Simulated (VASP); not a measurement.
# NaF (Fm-3m) in VASP: further runs

NaF is run at these levels: PBEsol; tasks: single point.

Everything below comes from runs of VASP 6.6.1. Logs are shortened: lines on timing, memory, paths and dates and some standing lists are left out, and cuts for length are marked.

### 1 The cell of the first run

The structure is cubic, space group Fm-3m (No. 225). The conventional cell has a = 4.487 Å, b = 4.487 Å, c = 4.487 Å, α = 90.00°, β = 90.00°, γ = 90.00°. Na (site symmetry m-3m) has 6 F at 2.24 Å within 3.0 Å. F (site symmetry m-3m) has 6 Na at 2.24 Å within 3.0 Å.

### 2 Single point, PBEsol (volume scaled by 0.91)

The input, INCAR:

```
SYSTEM = NaF
  ALGO = Normal
  EDIFF = 1E-7
  ENCUT = 520
  GGA = PS
  ISIF = 2
  ISMEAR = 0
  LASPH = .TRUE.
  LCHARG = .FALSE.
  LREAL = .FALSE.
  LWAVE = .FALSE.
  NBANDS = 14
  NELM = 100
  PREC = Accurate
  SIGMA = 0.02
```

The input, KPOINTS:

```
k-points
0
G
  8 8 8
  0 0 0
```

The input, POSCAR:

```
NaF
1.0
    0.0000000000      2.2434534023      2.2434534023
    2.2434534023      0.0000000000      2.2434534023
    2.2434534023      2.2434534023      0.0000000000
Na F
1 1
Direct
    0.0000000000      0.0000000000      0.0000000000
    0.5000000000      0.5000000000      0.5000000000
```

Potentials or basis: VASP PAW PBE potentials, release 64 (Na_pv, F).

Command:

```sh
cat potpaw_PBE.64/Na_pv/POTCAR potpaw_PBE.64/F/POTCAR > POTCAR
mpirun -np 1 vasp_std > vasp.out
```

OUTCAR:

```text
SYSTEM = NaF
   EDIFF = 1E-7
   ENCUT = 520
   GGA = PS
   ISIF = 2
   ISMEAR = 0
   LASPH = .TRUE.
   LREAL = .FALSE.
   NELM = 100
   PREC = Accurate

 ion  position               nearest neighbor table
   1  0.000  0.000  0.000-   2 2.24   2 2.24   2 2.24   2 2.24   2 2.24   2 2.24
   2  0.500  0.500  0.500-   1 2.24   1 2.24   1 2.24   1 2.24   1 2.24   1 2.24

  LATTYP: Found a face centered cubic cell.
 ALAT       =     4.4869068046

  Lattice vectors:

 A1 = (   0.0000000000,   2.2434534023,   2.2434534023)
 A2 = (   2.2434534023,   0.0000000000,   2.2434534023)
 A3 = (   2.2434534023,   2.2434534023,   0.0000000000)

Analysis of symmetry for initial positions (statically):
=====================================================================
 Subroutine PRICEL returns:
 Original cell was already a primitive cell.

 Routine SETGRP: Setting up the symmetry group for a
 face centered cubic supercell.

 Subroutine GETGRP returns: Found 48 space group operations
 (whereof 48 operations were pure point group operations)
 out of a pool of 48 trial point group operations.

The static configuration has the point symmetry O_h .

Analysis of symmetry for dynamics (positions and initial velocities):
=====================================================================
 Subroutine PRICEL returns:
 Original cell was already a primitive cell.

 Routine SETGRP: Setting up the symmetry group for a
 face centered cubic supercell.

 Subroutine GETGRP returns: Found 48 space group operations
 (whereof 48 operations were pure point group operations)
 out of a pool of 48 trial point group operations.

The dynamic configuration has the point symmetry O_h .

 Subroutine INISYM returns: Found 48 space group operations
 (whereof 48 operations are pure point group operations),
 and found     1 'primitive' translations

----------------------------------------------------------------------------------------

                                     Primitive cell

  volume of cell :      22.5830

  direct lattice vectors                    reciprocal lattice vectors
     0.000000000  2.243453402  2.243453402    -0.222870687  0.222870687  0.222870687
     2.243453402  0.000000000  2.243453402     0.222870687 -0.222870687  0.222870687
     2.243453402  2.243453402  0.000000000     0.222870687  0.222870687 -0.222870687

  length of vectors
     3.172722228  3.172722228  3.172722228     0.386023353  0.386023353  0.386023353

  position of ions in fractional coordinates (direct lattice)
     0.000000000  0.000000000  0.000000000
     0.500000000  0.500000000  0.500000000

  ion indices of the primitive-cell ions
   primitive index   ion index
                 1           1
                 2           2

----------------------------------------------------------------------------------------

 KPOINTS: k-points

Automatic generation of k-mesh.
 Grid dimensions read from file:
 generate k-points for:    8    8    8

 Generating k-lattice:

  Cartesian coordinates                     Fractional coordinates (reciprocal lattice)
    -0.027858836  0.027858836  0.027858836     0.125000000  0.000000000  0.000000000
     0.027858836 -0.027858836  0.027858836     0.000000000  0.125000000  0.000000000
     0.027858836  0.027858836 -0.027858836     0.000000000  0.000000000  0.125000000

  Length of vectors
     0.048252919  0.048252919  0.048252919

  Shift w.r.t. Gamma in fractional coordinates (k-lattice)
     0.000000000  0.000000000  0.000000000

 Subroutine IBZKPT returns following result:
 ===========================================

 Found     29 irreducible k-points:

 Following reciprocal coordinates:
            Coordinates               Weight
  0.000000  0.000000  0.000000      1.000000
  0.125000  0.000000  0.000000      8.000000
  0.250000  0.000000  0.000000      8.000000
  0.375000  0.000000  0.000000      8.000000
  0.500000  0.000000  0.000000      4.000000
  0.125000  0.125000  0.000000      6.000000
[... 16 lines left out ...]
  0.500000  0.250000  0.125000     48.000000
 -0.375000  0.250000  0.125000     24.000000
 [... further k-points ...]
   k-points           NKPTS =     29   k-points in BZ     NKDIM =     29   number of bands    NBANDS=     14
   number of dos      NEDOS =    301   number of ions     NIONS =      2
   total plane-waves  NPLWV =  13824
   dimension x,y,z NGX =    24 NGY =   24 NGZ =   24
   dimension x,y,z NGXF=    48 NGYF=   48 NGZF=   48
   ions per type =               1   1
   NGX,Y,Z   is equivalent  to a cutoff of  12.58, 12.58, 12.58 a.u.
   NGXF,Y,Z  is equivalent  to a cutoff of  25.15, 25.15, 25.15 a.u.
 SYSTEM =  NaF
   PREC   = accura    normal or accurate (medium, high low for compatibility)
   ISTART =      0    job   : 0-new  1-cont  2-samecut
   ICHARG =      2    charge: 1-file 2-atom 10-const
   ISPIN  =      1    spin polarized calculation?
   LNONCOLLINEAR =      F non collinear calculations
   LSORBIT =      F    spin-orbit coupling
   LASPH  =      T    aspherical Exc in radial PAW
   ENCUT  =  520.0 eV  38.22 Ry    6.18 a.u.   5.90  5.90  5.90*2*pi/ulx,y,z
   NELM   =    100;   NELMIN=  2; NELMDL= -5     # of ELM steps
   EDIFF  = 0.1E-06   stopping-criterion for ELM
   LREAL  =      F    real-space projection
   EDIFFG = 0.1E-05   stopping-criterion for IOM
   NSW    =      0    number of steps for IOM
   IBRION =     -1    ionic relax: 0-MD 1-quasi-New 2-CG
   NFREE  =      0    steps in history (QN), initial steepest desc. (CG)
   ISIF   =      2    stress and relaxation
   ISYM   =      2    0-nonsym 1-usesym 2-fastsym
   POTIM  = 0.5000    time-step for ionic-motion
   TEBEG  =    0.0;   TEEND  =   0.0 temperature during run
   PSTRESS=    0.0 pullay stress
   NELECT =      14.0000    total number of electrons
   NUPDOWN=      -1.0000    fix difference up-down
   EMIN   =  10.00;   EMAX   =-10.00  energy-range for DOS
   EFERMI =   0.00;   METHOD = LEGACY
   ISMEAR =     0;   SIGMA  =   0.02  broadening in eV -4-tet -1-fermi 0-gaus
   EFERMI_NEDOS =   21; number of points for ismear=-14 and -15
   IALGO  =     38    algorithm
   IMIX   =      4    mixing-type and parameters
     AMIX     =   0.40;   BMIX     =  1.00
     AMIX_MAG =   1.60;   BMIX_MAG =  1.00
  volume/ion in A,a.u.               =      11.29        76.20
  Fermi-wavevector in a.u.,A,eV,Ry     =   1.395909  2.637886 26.511797  1.948562
  Thomas-Fermi vector in A             =   2.519315
   LORBIT       =      0    0 simple, 1 ext, 2 COOP (PROOUT), +10 PAW based schemes
   GGA     = PS    functional components
   LHFCALC =     F    Hartree Fock is set to
   AEXX    =    0.0000 exact exchange contribution
   IVDW    =     0    specifies the selected vdW correction
   LEPSILON=     F    determine dielectric tensor
   LRPA    =     F    only Hartree local field effects (RPA)
 non-spin polarized calculation
 Gauss-broadening in eV      SIGMA  =   0.02
  energy-cutoff  :      520.00
  volume of cell :       22.58
 maximum number of plane-waves:       620
   NGX = 11   NGY = 11   NGZ = 11

 number of electron      14.0000017 magnetization

 Free energy of the ion-electron system (eV)
  ---------------------------------------------------
  ext. energy  EPLUGINS =         0.00000000
  ---------------------------------------------------
  free energy    TOTEN  =        -8.72853804 eV

  energy without entropy =       -8.72853804  energy(sigma->0) =       -8.72853804

 E-fermi :  -1.5407     XC(G=0):  -9.8280

 val. band max:       -1.7290397429   @ k =   0.0000   0.0000   0.0000
 cond. band min:       4.9660732844   @ k =   0.0000   0.0000   0.0000
 fundamental gap:      6.6951130274
 Fermi energy:        -1.5407242362

 k-point     1 :       0.0000    0.0000    0.0000
  band No.  band energies     occupation
      1     -20.9670      2.00000
      2     -20.2237      2.00000
      3     -20.2237      2.00000
      4     -20.2237      2.00000
      5      -1.7290      2.00000
      6      -1.7290      2.00000
      7      -1.7290      2.00000
      8       4.9661      0.00000
      9      17.7893      0.00000
     10      17.7893      0.00000
     11      17.7893      0.00000
     12      20.6807      0.00000
     13      23.1799      0.00000
     14      23.1799      0.00000

 k-point     2 :       0.1250    0.0000    0.0000
  band No.  band energies     occupation
      1     -21.1033      2.00000
      2     -20.2261      2.00000
      3     -20.2261      2.00000
      4     -20.0604      2.00000
      5      -2.0725      2.00000
      6      -1.7761      2.00000
      7      -1.7761      2.00000
      8       5.5546      0.00000
      9      15.9612      0.00000
     10      18.0706      0.00000
     11      18.0706      0.00000
     12      22.6779      0.00000
     13      22.6779      0.00000
     14      22.8374      0.00000

 k-point     3 :       0.2500    0.0000    0.0000
  band No.  band energies     occupation
      1     -21.3229      2.00000
      2     -20.2317      2.00000
      3     -20.2317      2.00000
      4     -19.7751      2.00000
      5      -2.7701      2.00000
      6      -1.8879      2.00000
      7      -1.8879      2.00000
      8       6.9454      0.00000
      9      13.8590      0.00000
     10      18.7220      0.00000
     11      18.7220      0.00000
     12      22.0498      0.00000
     13      22.0498      0.00000
     14      23.9820      0.00000
[... 324 lines left out ...]
 k-point    23 :       0.5000    0.2500    0.1250
  band No.  band energies     occupation
      1     -21.3224      2.00000
      2     -20.2974      2.00000
      3     -20.2571      2.00000
      4     -19.6732      2.00000
      5      -3.1634      2.00000
      6      -2.3105      2.00000
      7      -2.0873      2.00000
      8       9.5087      0.00000
      9      12.2842      0.00000
     10      16.6463      0.00000
     11      18.5610      0.00000
     12      20.7474      0.00000
     13      22.9899      0.00000
     14      27.5543      0.00000

 k-point    24 :      -0.3750    0.2500    0.1250
  band No.  band energies     occupation
      1     -21.3342      2.00000
      2     -20.3017      2.00000
      3     -20.2677      2.00000
      4     -19.6397      2.00000
      5      -3.2453      2.00000
      6      -2.4032      2.00000
      7      -2.1314      2.00000
      8      10.5210      0.00000
      9      11.6124      0.00000
     10      16.3178      0.00000
     11      18.2667      0.00000
     12      21.4122      0.00000
     13      22.5715      0.00000
     14      27.7400      0.00000

 [... further k-points ...]
[... 5 lines left out ...]
  --------------------------------------------------------------------------------------
  -------------------------------------------------------------------------------------
  Total        0.8115740      0.8115740      0.8115740      0.0000000      0.0000000     -0.0000000
  in kB       57.5781300     57.5781300     57.5781300      0.0000000      0.0000000     -0.0000000
  external PRESSURE =      57.5781300 kB  Pullay stress =       0.0000000 kB

 VOLUME and BASIS-vectors are now :
 -----------------------------------------------------------------------------
  energy-cutoff  :      520.00
  volume of cell :       22.58
      direct lattice vectors                 reciprocal lattice vectors
     0.000000000  2.243453402  2.243453402    -0.222870687  0.222870687  0.222870687
     2.243453402  0.000000000  2.243453402     0.222870687 -0.222870687  0.222870687
     2.243453402  2.243453402  0.000000000     0.222870687  0.222870687 -0.222870687

 POSITION                                       TOTAL-FORCE (eV/Angst)
 -----------------------------------------------------------------------------------
      0.00000      0.00000      0.00000        -0.000000     -0.000000     -0.000000
      2.24345      2.24345      2.24345         0.000000      0.000000      0.000000
 -----------------------------------------------------------------------------------
    total drift:                                0.000000     -0.000000      0.000000

  FREE ENERGIE OF THE ION-ELECTRON SYSTEM (eV)
  ---------------------------------------------------
  free  energy   TOTEN  =        -8.7285380383 eV

  energy  without entropy=       -8.7285380383  energy(sigma->0) =       -8.72853804
```

It took 8.6 s on 1 thread of Intel Xeon 8259CL, shared host; peak memory 0.13 GiB.

Results:

* Free energy: -8.7285 eV
* Pressure: 5.8 GPa
* Band gap on the k mesh: 6.70 eV, direct

Caveat: the cell differs from its parent crystal (volume scaled by 0.91); the PAW data sets were made with another functional, which shifts forces and pressure a little.

### 3 Single point, PBEsol

This run uses another cell than the first one, of 12.41 Å³/atom, 1.099 times its volume.

The input, INCAR:

```
PREC = Accurate
ENCUT = 520
EDIFF = 1E-6
ISMEAR = 0
SIGMA = 0.02
LREAL = False
LASPH = True
NELM = 60
ALGO = Normal
ISIF = 2
LWAVE = False
LCHARG = False
GGA = PS
NBANDS = 14
```

The input, KPOINTS:

```
Automatic mesh
0
Gamma
  8 8 8
```

The input, POSCAR:

```
NaF
1.0
    0.0000000000      2.3151008940      2.3151008940
    2.3151008940      0.0000000000      2.3151008940
    2.3151008940      2.3151008940      0.0000000000
Na F
1 1
Direct
    0.0000000000      0.0000000000      0.0000000000
    0.5000000000      0.5000000000      0.5000000000
```

Potentials or basis: VASP PAW PBE potentials, release 64 (Na_pv, F).

Command:

```sh
cat potpaw_PBE.64/Na_pv/POTCAR potpaw_PBE.64/F/POTCAR > POTCAR
mpirun -np 1 vasp_std > vasp.out
```

It took 7.8 s on 1 thread of Intel Xeon 8259CL, shared host; peak memory 0.14 GiB.

Results (log left out):

```yaml
Free_energy: -8.7688 eV
Pressure: -0.1 GPa
Band_gap_on_the_k_mesh: 6.17 eV, direct
```

Levels at points of the mesh, in eV from the valence-band top:
```tsv
k point	band 4	band 5	band 6	band 7	band 8	band 9	band 10	band 11
(0.00, 0.00, 0.00)	-18.76	0.00	0.00	0.00	6.17	18.86	18.86	18.86
(0.50, 0.00, 0.00)	-18.01	-1.62	-0.26	-0.26	10.62	12.35	20.01	20.01
(0.50, 0.50, 0.00)	-18.80	-1.30	-0.41	-0.41	13.00	13.10	13.55	19.67
```

Caveat: the PAW data sets were made with another functional, which shifts forces and pressure a little.

(Continued in part 2 of 3.)
